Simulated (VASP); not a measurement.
# ScBi3 (I4/mmm) in VASP: notebook

ScBi3 is run at these levels: PBE, BLYP+U; tasks: single point.

Everything below comes from runs of VASP 6.6.1. Logs are shortened: lines on timing, memory, paths and dates and some standing lists are left out, and cuts for length are marked.

### Step 1. The cell of the first run

The structure is tetragonal, space group I4/mmm (No. 139). Conventional cell: a = 4.469 Å, b = 4.469 Å, c = 10.444 Å, α = 90.00°, β = 90.00°, γ = 90.00°. Sc (site symmetry 4/mmm) has 12 Bi at 3.16 to 3.44 Å within 4.2 Å. Bi (site symmetry -4m2) has 8 Bi at 3.16 to 3.44 Å and 4 Sc at 3.44 Å within 4.2 Å. Within 4.2 Å of Bi (site symmetry 4/mmm) lie 4 Sc at 3.16 Å and 8 Bi at 3.44 Å.

### Step 2. Single point, PBE

INCAR

```
SYSTEM = ScBi3
PREC = Accurate
ENCUT = 520
EDIFF = 1E-6
ISMEAR = 0
SIGMA = 0.1
LREAL = .FALSE.
LASPH = .TRUE.
NELM = 80
ALGO = Normal
ISIF = 2
LWAVE = .FALSE.
LCHARG = .TRUE.
GGA = PE
LELF = .TRUE.
LVHAR = .TRUE.
NBANDS = 36
```

KPOINTS

```
regular mesh
0
G
  1 1 1
  0 0 0
```

POSCAR

```
ScBi3
1.0
   -2.2343685929      2.2343685929      5.2220012163
    2.2343685929     -2.2343685929      5.2220012163
    2.2343685929      2.2343685929     -5.2220012163
Sc Bi
1 3
Direct
    0.0000000000      0.0000000000      0.0000000000
    0.7500000000      0.2500000000      0.5000000000
    0.2500000000      0.7500000000      0.5000000000
    0.5000000000      0.5000000000      0.0000000000
```

Potentials or basis: VASP PAW PBE potentials, release 64 (Sc_sv, Bi_d).

On the command line:

```sh
> cat potpaw_PBE.64/Sc_sv/POTCAR potpaw_PBE.64/Bi_d/POTCAR > POTCAR
> mpirun -np 1 vasp_gam > vasp.out
```

OUTCAR:

```text
SYSTEM = ScBi3
   PREC = Accurate
   ENCUT = 520
   EDIFF = 1E-6
   ISMEAR = 0
   LREAL = .FALSE.
   LASPH = .TRUE.
   NELM = 80
   ISIF = 2
   GGA = PE

 ion  position               nearest neighbor table
   1  0.000  0.000  0.000-   4 3.16   4 3.16   4 3.16   4 3.16   3 3.44   2 3.44   3 3.44   3 3.44
                             2 3.44   2 3.44   3 3.44   2 3.44
   2  0.750  0.250  0.500-   3 3.16   3 3.16   3 3.16   3 3.16   4 3.44   1 3.44   4 3.44   1 3.44
                             4 3.44   4 3.44   1 3.44   1 3.44
   3  0.250  0.750  0.500-   2 3.16   2 3.16   2 3.16   2 3.16   4 3.44   1 3.44   4 3.44   4 3.44
                             1 3.44   1 3.44   4 3.44   1 3.44
   4  0.500  0.500  0.000-   1 3.16   1 3.16   1 3.16   1 3.16   3 3.44   2 3.44   3 3.44   2 3.44
                             3 3.44   3 3.44   2 3.44   2 3.44

  LATTYP: Found a body centered tetragonal cell.
 ALAT       =     4.4687371858
 C/A-ratio  =     2.3371261272

  Lattice vectors:

 A1 = (  -2.2343685929,   2.2343685929,   5.2220012163)
 A2 = (   2.2343685929,  -2.2343685929,   5.2220012163)
 A3 = (   2.2343685929,   2.2343685929,  -5.2220012163)

Analysis of symmetry for initial positions (statically):
=====================================================================
 Subroutine PRICEL returns:
 Original cell was already a primitive cell.

 Routine SETGRP: Setting up the symmetry group for a
 body centered tetragonal supercell.

 Subroutine GETGRP returns: Found 16 space group operations
 (whereof 16 operations were pure point group operations)
 out of a pool of 16 trial point group operations.

The static configuration has the point symmetry D_4h.

Analysis of symmetry for dynamics (positions and initial velocities):
=====================================================================
 Subroutine PRICEL returns:
 Original cell was already a primitive cell.

 Routine SETGRP: Setting up the symmetry group for a
 body centered tetragonal supercell.

 Subroutine GETGRP returns: Found 16 space group operations
 (whereof 16 operations were pure point group operations)
 out of a pool of 16 trial point group operations.

The dynamic configuration has the point symmetry D_4h.

 Subroutine INISYM returns: Found 16 space group operations
 (whereof 16 operations are pure point group operations),
 and found     1 'primitive' translations

----------------------------------------------------------------------------------------

                                     Primitive cell

  volume of cell :     104.2813

  direct lattice vectors                    reciprocal lattice vectors
    -2.234368593  2.234368593  5.222001216     0.000000000  0.223776865  0.095748733
     2.234368593 -2.234368593  5.222001216     0.223776865  0.000000000  0.095748733
     2.234368593  2.234368593 -5.222001216     0.223776865  0.223776865  0.000000000

  length of vectors
     6.103613907  6.103613907  6.103613907     0.243400709  0.243400709  0.316468278

  position of ions in fractional coordinates (direct lattice)
     0.000000000  0.000000000  0.000000000
     0.750000000  0.250000000  0.500000000
     0.250000000  0.750000000  0.500000000
     0.500000000  0.500000000  0.000000000

  ion indices of the primitive-cell ions
   primitive index   ion index
                 1           1
                 2           2
                 3           3
                 4           4

----------------------------------------------------------------------------------------

 KPOINTS: regular mesh

Automatic generation of k-mesh.
 Grid dimensions read from file:
 generate k-points for:    1    1    1

 Generating k-lattice:

  Cartesian coordinates                     Fractional coordinates (reciprocal lattice)
     0.000000000  0.223776865  0.095748733     1.000000000  0.000000000  0.000000000
     0.223776865  0.000000000  0.095748733     0.000000000  1.000000000  0.000000000
     0.223776865  0.223776865  0.000000000     0.000000000  0.000000000  1.000000000

  Length of vectors
     0.243400709  0.243400709  0.316468278

  Shift w.r.t. Gamma in fractional coordinates (k-lattice)
     0.000000000  0.000000000  0.000000000

 Subroutine IBZKPT returns following result:
 ===========================================

 Found      1 irreducible k-points:

 Following reciprocal coordinates:
            Coordinates               Weight
  0.000000  0.000000  0.000000      1.000000
   k-points           NKPTS =      1   k-points in BZ     NKDIM =      1   number of bands    NBANDS=     36
   number of dos      NEDOS =    301   number of ions     NIONS =      4
   total plane-waves  NPLWV = 110592
   dimension x,y,z NGX =    48 NGY =   48 NGZ =   48
   dimension x,y,z NGXF=    96 NGYF=   96 NGZF=   96
   ions per type =               1   3
   NGX,Y,Z   is equivalent  to a cutoff of  13.07, 13.07, 13.07 a.u.
   NGXF,Y,Z  is equivalent  to a cutoff of  26.15, 26.15, 26.15 a.u.
 SYSTEM =  ScBi3
   PREC   = accura    normal or accurate (medium, high low for compatibility)
   ISTART =      0    job   : 0-new  1-cont  2-samecut
   ICHARG =      2    charge: 1-file 2-atom 10-const
   ISPIN  =      1    spin polarized calculation?
   LNONCOLLINEAR =      F non collinear calculations
   LSORBIT =      F    spin-orbit coupling
   LASPH  =      T    aspherical Exc in radial PAW
   ENCUT  =  520.0 eV  38.22 Ry    6.18 a.u.  11.35 11.35 11.35*2*pi/ulx,y,z
   NELM   =     80;   NELMIN=  2; NELMDL= -5     # of ELM steps
   EDIFF  = 0.1E-05   stopping-criterion for ELM
   LREAL  =      F    real-space projection
   EDIFFG = 0.1E-04   stopping-criterion for IOM
   NSW    =      0    number of steps for IOM
   IBRION =     -1    ionic relax: 0-MD 1-quasi-New 2-CG
   NFREE  =      0    steps in history (QN), initial steepest desc. (CG)
   ISIF   =      2    stress and relaxation
   ISYM   =      2    0-nonsym 1-usesym 2-fastsym
   POTIM  = 0.5000    time-step for ionic-motion
   TEBEG  =    0.0;   TEEND  =   0.0 temperature during run
   PSTRESS=    0.0 pullay stress
   NELECT =      56.0000    total number of electrons
   NUPDOWN=      -1.0000    fix difference up-down
   EMIN   =  10.00;   EMAX   =-10.00  energy-range for DOS
   EFERMI =   0.00;   METHOD = LEGACY
   ISMEAR =     0;   SIGMA  =   0.10  broadening in eV -4-tet -1-fermi 0-gaus
   EFERMI_NEDOS =   21; number of points for ismear=-14 and -15
   IALGO  =     38    algorithm
   IMIX   =      4    mixing-type and parameters
     AMIX     =   0.40;   BMIX     =  1.00
     AMIX_MAG =   1.60;   BMIX_MAG =  1.00
  volume/ion in A,a.u.               =      26.07       175.93
  Fermi-wavevector in a.u.,A,eV,Ry     =   1.330665  2.514592 24.091409  1.770669
  Thomas-Fermi vector in A             =   2.459734
   LORBIT       =      0    0 simple, 1 ext, 2 COOP (PROOUT), +10 PAW based schemes
   GGA     = PE    functional components
   LHFCALC =     F    Hartree Fock is set to
   AEXX    =    0.0000 exact exchange contribution
   IVDW    =     0    specifies the selected vdW correction
   LEPSILON=     F    determine dielectric tensor
   LRPA    =     F    only Hartree local field effects (RPA)
 non-spin polarized calculation
 Gauss-broadening in eV      SIGMA  =   0.10
  energy-cutoff  :      520.00
  volume of cell :      104.28
 maximum number of plane-waves:      1404
 NGX is ok and might be reduce to    48
   NGX = 23   NGY = 23   NGZ = 23

 number of electron      56.0000004 magnetization

 Free energy of the ion-electron system (eV)
  ---------------------------------------------------
  ext. energy  EPLUGINS =         0.00000000
  ---------------------------------------------------
  free energy    TOTEN  =       -15.86127035 eV

  energy without entropy =      -15.86108792  energy(sigma->0) =      -15.86117914

 E-fermi :   8.7078     XC(G=0): -10.6753

 val. band max:        8.4413347342   @ k =   0.0000   0.0000   0.0000
 cond. band min:       8.9617276152   @ k =   0.0000   0.0000   0.0000
 fundamental gap:      0.5203928810
 Fermi energy:         8.7077806022

 k-point     1 :       0.0000    0.0000    0.0000
  band No.  band energies     occupation
      1     -42.7355      2.00000
      2     -21.7804      2.00000
      3     -21.0677      2.00000
      4     -21.0677      2.00000
      5     -15.0875      2.00000
      6     -14.9835      2.00000
      7     -14.7622      2.00000
      8     -14.7237      2.00000
      9     -14.7237      2.00000
     10     -14.7177      2.00000
     11     -14.6072      2.00000
     12     -14.6072      2.00000
     13     -14.5272      2.00000
     14     -14.5024      2.00000
     15     -12.7632      2.00000
     16     -12.5819      2.00000
     17     -12.5819      2.00000
     18     -12.2525      2.00000
     19     -12.2302      2.00000
     20      -5.3989      2.00000
     21      -0.3889      2.00000
     22      -0.2575      2.00000
     23       3.7456      2.00000
     24       4.6771      2.00000
     25       4.6771      2.00000
     26       7.1434      2.00000
     27       8.4413      1.99984
     28       8.4413      1.99984
     29       8.9617      0.00033
     30       9.4314      0.00000
     31       9.4845      0.00000
     32       9.5336      0.00000
     33       9.5336      0.00000
     34      10.3786      0.00000
     35      11.6077      0.00000
     36      11.6339      0.00000

------------------------ aborting loop because EDIFF is reached ----------------------------------------

  FORCE on cell =-STRESS in cart. coord.  units (eV):
  Direction    XX          YY          ZZ          XY          YZ          ZX
  --------------------------------------------------------------------------------------
  -------------------------------------------------------------------------------------
  Total       11.7572083     11.7572083     -7.2421252      0.0000000      0.0000000      0.0000000
  in kB      180.6376187    180.6376187   -111.2679309      0.0000000      0.0000000      0.0000000
  external PRESSURE =      83.3357688 kB  Pullay stress =       0.0000000 kB

 VOLUME and BASIS-vectors are now :
 -----------------------------------------------------------------------------
  energy-cutoff  :      520.00
  volume of cell :      104.28
      direct lattice vectors                 reciprocal lattice vectors
    -2.234368593  2.234368593  5.222001216     0.000000000  0.223776865  0.095748733
     2.234368593 -2.234368593  5.222001216     0.223776865  0.000000000  0.095748733
     2.234368593  2.234368593 -5.222001216     0.223776865  0.223776865  0.000000000

 POSITION                                       TOTAL-FORCE (eV/Angst)
 -----------------------------------------------------------------------------------
      0.00000      0.00000      0.00000         0.000000     -0.000000      0.000000
      0.00000      2.23437      2.61100        -0.000000      0.000000      0.000000
      2.23437      0.00000      2.61100         0.000000      0.000000     -0.000000
      0.00000      0.00000      5.22200         0.000000     -0.000000      0.000000
 -----------------------------------------------------------------------------------
    total drift:                                0.000000     -0.000000      0.000000

  FREE ENERGIE OF THE ION-ELECTRON SYSTEM (eV)
  ---------------------------------------------------
  free  energy   TOTEN  =       -15.8612703517 eV

  energy  without entropy=      -15.8610879199  energy(sigma->0) =      -15.86117914
```

It took 17 s on 1 thread of AMD EPYC 7R43 (Zen 3), shared host; peak memory 0.26 GiB.

Results:

```
Free energy : -15.8613 eV
Pressure    : 8.3 GPa
```

Stress tensor (GPa, compression positive):
```
 18.06   0.00   0.00
  0.00  18.06   0.00
  0.00   0.00 -11.13
```

Caveat: the k points lie up to 1.53 Å⁻¹ apart; spin-orbit coupling is left out, which moves the levels of the heavy elements.

### Step 3. Single point, PBE

This run uses another cell than the first one, of 29.00 Å³/atom.

INCAR

```
SYSTEM = ScBi3
PREC = Accurate
ENCUT = 520
EDIFF = 1E-7
ISMEAR = 0
SIGMA = 0.1
LREAL = .FALSE.
LASPH = .TRUE.
NELM = 80
ALGO = Normal
ISIF = 2
LWAVE = .FALSE.
LCHARG = .FALSE.
GGA = PE
NBANDS = 36
```

KPOINTS

```
regular mesh
0
G
  2 2 2
  0 0 0
```

POSCAR

```
ScBi3
1.0
   -2.3150920000      2.3150920000      5.4106620000
    2.3150920000     -2.3150920000      5.4106620000
    2.3150920000      2.3150920000     -5.4106620000
Sc Bi
1 3
Direct
    0.0000000000      0.0000000000      0.0000000000
    0.7500000000      0.2500000000      0.5000000000
    0.2500000000      0.7500000000      0.5000000000
    0.5000000000      0.5000000000      0.0000000000
```

Potentials or basis: VASP PAW PBE potentials, release 64 (Sc_sv, Bi_d).

On the command line:

```sh
> cat potpaw_PBE.64/Sc_sv/POTCAR potpaw_PBE.64/Bi_d/POTCAR > POTCAR
> mpirun -np 1 vasp_std > vasp.out
```

Wall time 32 s (1 thread of AMD EPYC 7R43 (Zen 3), shared host); peak memory 0.27 GiB.

It converged, with:

* Free energy: -17.7482 eV
* Pressure: 0.2 GPa
* Band gap on the k mesh: zero (bands 28 and 29 overlap by 0.89 eV)

Stress tensor (GPa, compression positive):
```
 4.10  0.00  0.00
 0.00  4.10  0.00
 0.00  0.00 -7.48
```

Levels at points of the mesh, in eV from the Fermi level:
| k point | band 25 | band 26 | band 27 | band 28 | band 29 | band 30 |
| --- | --- | --- | --- | --- | --- | --- |
| (0.00, 0.00, 0.00) | -2.67 | -1.19 | -0.96 | -0.96 | 1.00 | 1.18 |
| (0.50, 0.00, 0.00) | -1.87 | -1.31 | -0.75 | -0.42 | -0.15 | 0.06 |
| (0.50, 0.50, 0.00) | -3.98 | -1.77 | -1.72 | 0.13 | 1.24 | 1.33 |
| (0.50, 0.50, 0.50) | -2.26 | 0.08 | 0.49 | 0.74 | 0.74 | 0.86 |

Caveat: the k points lie up to 0.74 Å⁻¹ apart, too coarse for converged energies and pressures of a metal; spin-orbit coupling is left out, which moves the levels of the heavy elements.

### Step 4. Single point, PBE

This run uses another cell than the first one, of 29.00 Å³/atom.

INCAR

```
  PREC = Accurate
  ENCUT = 520
  EDIFF = 1E-7
  ISMEAR = 0
  SIGMA = 0.1
  LREAL = False
  LASPH = True
  NELM = 100
  ALGO = Normal
  ISIF = 2
  LWAVE = False
  LCHARG = True
  GGA = PE
  LELF = True
  LVHAR = True
  NBANDS = 36
```

KPOINTS

```
regular mesh
0
Gamma
  2 2 2
```

POSCAR is that of step 3.

Potentials or basis: VASP PAW PBE potentials, release 64 (Sc_sv, Bi_d).

On the command line:

```sh
> cat potpaw_PBE.64/Sc_sv/POTCAR potpaw_PBE.64/Bi_d/POTCAR > POTCAR
> mpirun -np 1 vasp_std > vasp.out
```

OUTCAR:

```text
PREC = Accurate
   ENCUT = 520
   EDIFF = 1E-7
   ISMEAR = 0
   LREAL = False
   LASPH = True
   NELM = 100
   ISIF = 2
   GGA = PE

 ion  position               nearest neighbor table
   1  0.000  0.000  0.000-   4 3.27   4 3.27   4 3.27   4 3.27   3 3.56   2 3.56   3 3.56   3 3.56
                             2 3.56   2 3.56   3 3.56   2 3.56
   2  0.750  0.250  0.500-   3 3.27   3 3.27   3 3.27   3 3.27   4 3.56   1 3.56   4 3.56   1 3.56
                             4 3.56   4 3.56   1 3.56   1 3.56
   3  0.250  0.750  0.500-   2 3.27   2 3.27   2 3.27   2 3.27   4 3.56   1 3.56   4 3.56   4 3.56
                             1 3.56   1 3.56   4 3.56   1 3.56
   4  0.500  0.500  0.000-   1 3.27   1 3.27   1 3.27   1 3.27   3 3.56   2 3.56   3 3.56   2 3.56
                             3 3.56   3 3.56   2 3.56   2 3.56

  LATTYP: Found a body centered tetragonal cell.
 ALAT       =     4.6301840000
 C/A-ratio  =     2.3371261272

  Lattice vectors:

 A1 = (  -2.3150920000,   2.3150920000,   5.4106620000)
 A2 = (   2.3150920000,  -2.3150920000,   5.4106620000)
 A3 = (   2.3150920000,   2.3150920000,  -5.4106620000)

Analysis of symmetry for initial positions (statically):
=====================================================================
[... 159 lines left out ...]
 cond. band min:       7.1874446240   @ k =   0.5000  -0.0000   0.0000
 fundamental gap:      0.2072226338
 Fermi energy:         7.1313133654

 k-point     1 :       0.0000    0.0000    0.0000
  band No.  band energies     occupation
      1     -43.2157      2.00000
      2     -21.8482      2.00000
      3     -21.8482      2.00000
      4     -21.7796      2.00000
      5     -15.6959      2.00000
      6     -15.6366      2.00000
[... 145 lines left out ...]
     35       9.8560      0.00000
     36      11.0359      0.00000

------------------------ aborting loop because EDIFF is reached ----------------------------------------

  FORCE on cell =-STRESS in cart. coord.  units (eV):
  Direction    XX          YY          ZZ          XY          YZ          ZX
  --------------------------------------------------------------------------------------
  -------------------------------------------------------------------------------------
  Total        2.9717275      2.9717275     -5.4144748      0.0000000      0.0000000      0.0000000
  in kB       41.0461719     41.0461719    -74.7859495      0.0000000      0.0000000      0.0000000
  external PRESSURE =       2.4354648 kB  Pullay stress =       0.0000000 kB

 VOLUME and BASIS-vectors are now :
 -----------------------------------------------------------------------------
  energy-cutoff  :      520.00
  volume of cell :      116.00
      direct lattice vectors                 reciprocal lattice vectors
    -2.315092000  2.315092000  5.410662000     0.000000000  0.215974138  0.092410134
     2.315092000 -2.315092000  5.410662000     0.215974138  0.000000000  0.092410134
     2.315092000  2.315092000 -5.410662000     0.215974138  0.215974138  0.000000000

 POSITION                                       TOTAL-FORCE (eV/Angst)
 -----------------------------------------------------------------------------------
      0.00000      0.00000      0.00000        -0.000000      0.000000      0.000000
      0.00000      2.31509      2.70533         0.000000     -0.000000     -0.000000
      2.31509      0.00000      2.70533        -0.000000     -0.000000      0.000000
      0.00000      0.00000      5.41066        -0.000000      0.000000      0.000000
 -----------------------------------------------------------------------------------
    total drift:                                0.000000     -0.000000      0.000000

  FREE ENERGIE OF THE ION-ELECTRON SYSTEM (eV)
  ---------------------------------------------------
  free  energy   TOTEN  =       -17.7482214378 eV

  energy  without entropy=      -17.7181026971  energy(sigma->0) =      -17.73316207
```

OSZICAR:

```text
N       E                     dE             d eps       ncg     rms          rms(c)
DAV:   1     0.677231612384E+03    0.67723E+03   -0.27822E+04   288   0.188E+03
DAV:   2     0.548684968590E+02   -0.62236E+03   -0.61548E+03   288   0.558E+02
DAV:   3    -0.155538906029E+02   -0.70422E+02   -0.68661E+02   356   0.206E+02
DAV:   4    -0.193951775511E+02   -0.38413E+01   -0.38314E+01   404   0.518E+01
DAV:   5    -0.195416469595E+02   -0.14647E+00   -0.14640E+00   448   0.992E+00    0.591E+00
DAV:   6    -0.179779741631E+02    0.15637E+01   -0.90124E+00   372   0.146E+01    0.327E+00
DAV:   7    -0.178132372660E+02    0.16474E+00   -0.27957E+00   368   0.824E+00    0.164E+00
DAV:   8    -0.177915404700E+02    0.21697E-01   -0.49878E-01   376   0.508E+00    0.131E+00
DAV:   9    -0.177476421314E+02    0.43898E-01   -0.13114E-01   388   0.282E+00    0.234E-01
DAV:  10    -0.177494517061E+02   -0.18096E-02   -0.12030E-02   444   0.614E-01    0.221E-01
DAV:  11    -0.177482072554E+02    0.12445E-02   -0.40197E-03   404   0.457E-01    0.409E-02
DAV:  12    -0.177482264014E+02   -0.19146E-04   -0.22682E-04   408   0.101E-01    0.144E-02
DAV:  13    -0.177482228577E+02    0.35437E-05   -0.43798E-05   400   0.520E-02    0.852E-03
DAV:  14    -0.177482217345E+02    0.11232E-05   -0.91498E-06   412   0.272E-02    0.332E-03
DAV:  15    -0.177482214612E+02    0.27329E-06   -0.12218E-06   336   0.100E-02    0.155E-03
DAV:  16    -0.177482214378E+02    0.23454E-07   -0.14711E-07   260   0.349E-03
   1 F= -.17748221E+02 E0= -.17733162E+02  d E =-.301187E-01
```

Wall time 36 s (1 thread of AMD EPYC 7R43 (Zen 3), shared host); peak memory 0.27 GiB.

Results:

| Item | Value |
| --- | --- |
| Free energy | -17.7482 eV |
| Pressure | 0.2 GPa |
| Band gap on the k mesh | zero (bands 28 and 29 overlap by 0.89 eV) |

Stress tensor (GPa, compression positive):
```
 4.10  0.00  0.00
 0.00  4.10  0.00
 0.00  0.00 -7.48
```

Caveat: the k points lie up to 0.74 Å⁻¹ apart, too coarse for converged energies and pressures of a metal; spin-orbit coupling is left out, which moves the levels of the heavy elements.

[end of part 1 of 2]
